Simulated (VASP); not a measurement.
A run of VASP 6.6.1:

The input INCAR:

```
PREC = Accurate
ENCUT = 600
EDIFF = 1E-7
ISMEAR = 0
SIGMA = 0.01
LREAL = F
LASPH = T
NELM = 120
ALGO = Normal
ISIF = 3
LWAVE = F
LCHARG = F
GGA = PE
IBRION = 2
NSW = 80
EDIFFG = -0.001
PSTRESS = 5000.0
GGA_COMPAT = F
NELMIN = 4
```

Contents of KPOINTS:

```
regular mesh
0
Gamma
  8 8 8
```

Contents of POSCAR:

```
MgO
1.0
    0.0000000000      1.6800000000      1.6800000000
    1.6800000000      0.0000000000      1.6800000000
    1.6800000000      1.6800000000      0.0000000000
Mg O
1 1
Direct
    0.0000000000      0.0000000000      0.0000000000
    0.5000000000      0.5000000000      0.5000000000
```

Potentials or basis: VASP PAW PBE potentials, release 64 (Mg, O).

The run is started by

```bash
$ cat potpaw_PBE.64/Mg/POTCAR potpaw_PBE.64/O/POTCAR > POTCAR
$ mpirun -np 1 vasp_std > vasp.out
```

Hardware: 1 thread of Intel(R) Xeon(R) Platinum 8488C (Sapphire Rapids) (shared host).

Q: How long does it take, and how much memory?

A: Run time: 14 s on 1 thread of Intel(R) Xeon(R) Platinum 8488C (Sapphire Rapids), on a shared host, peak memory 0.13 GiB. Counts: scf iterations 45, k points 29, ion steps 7.
